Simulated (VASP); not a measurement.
Runs of VASP 6.6.1 on Li2S. It takes space group Fm-3m (No. 225, cubic). Conventional cell: a = 5.691 Å, b = 5.691 Å, c = 5.691 Å, α = 90.00°, β = 90.00°, γ = 90.00°. S (site symmetry m-3m) has 8 Li at 2.46 Å within 3.3 Å. Within 3.3 Å of Li (site symmetry -43m) lie 4 S at 2.46 Å and 6 Li at 2.85 Å. 

| level | potentials or basis | k mesh | cutoff (eV) | smearing | grid for exact exchange (PRECFOCK) | share of exact exchange | screening parameter | gap on the mesh (eV) | pressure (GPa) |
| --- | --- | --- | --- | --- | --- | --- | --- | --- | --- |
| PBE | VASP PAW PBE potentials, release 64 (S, Li_sv) | 6 × 6 × 6 | 750 | methfessel-paxton 0.5 eV | - | - | - | 3.39 | (b) |
| PBE | VASP PAW PBE potentials, release 64 (S, Li_sv) | 5 × 5 × 5 | 750 | gaussian 0.01 eV | - | - | - | 3.67 | 0.2 |
| PBE | VASP PAW PBE potentials, release 64 (S, Li_sv) | 6 × 6 × 6 | 750 | methfessel-paxton 0.05 eV | - | - | - | 3.39 | 0.2 |
| PBE-based screened hybrid | VASP PAW PBE potentials, release 64 (S, Li_sv) | 4 × 4 × 4 | 650 | gaussian 0.01 eV | Normal | 0.1 | 0.1 1/Å | 3.89 | -0.1 |
| PBE-based screened hybrid | VASP PAW PBE potentials, release 64 (S, Li_sv) | 4 × 4 × 4 | 650 | gaussian 0.01 eV | Normal | 0.2 | 0.1 1/Å | (a) | (d) |
| LDA | VASP PAW LDA potentials, release 64 (S, Li_sv) | 6 × 6 × 6 | 750 | gaussian 0.01 eV | - | - | - | 3.17 | -2.8 |
| PBE | VASP PAW PBE potentials, release 64 (S, Li_sv) | 6 × 6 × 6 | 750 | gaussian 0.001 eV | - | - | - | 3.39 | 0.2 |
| PBE | VASP PAW PBE potentials, release 64 (S, Li_sv) | 6 × 6 × 6 | 750 | gaussian 0.5 eV | - | - | - | 3.39 | 0.2 |
| PBE | VASP PAW PBE potentials, release 64 (S, Li_sv) | 6 × 6 × 6 | 750 | gaussian 0.2 eV | - | - | - | 3.39 | 0.2 |
| PBE | VASP PAW PBE potentials, release 64 (S, Li_sv) | 4 × 4 × 4 | 750 | gaussian 0.01 eV | - | - | - | 3.38 | 0.3 |
| PBE-based screened hybrid | VASP PAW PBE potentials, release 64 (S, Li_sv) | 4 × 4 × 4 | 650 | gaussian 0.01 eV | Normal | 0.4 | 0.3 1/Å | 4.59 | -0.9 |
| PBE-based global hybrid | VASP PAW PBE potentials, release 64 (S, Li_sv) | 4 × 4 × 4 | 650 | gaussian 0.01 eV | Normal | 0.75 | - | (c) | -2.4 |

Alike in all rows: task single point; no spin polarisation; cell as given.

Fill in the values left out.

(a) 4.41; (b) 0.1; (c) 8.51; (d) -0.5.

Caveats: some runs use coarse meshes; the PAW data sets were made with another functional, which shifts forces and pressure a little (some runs).

A k mesh can miss the band edges.
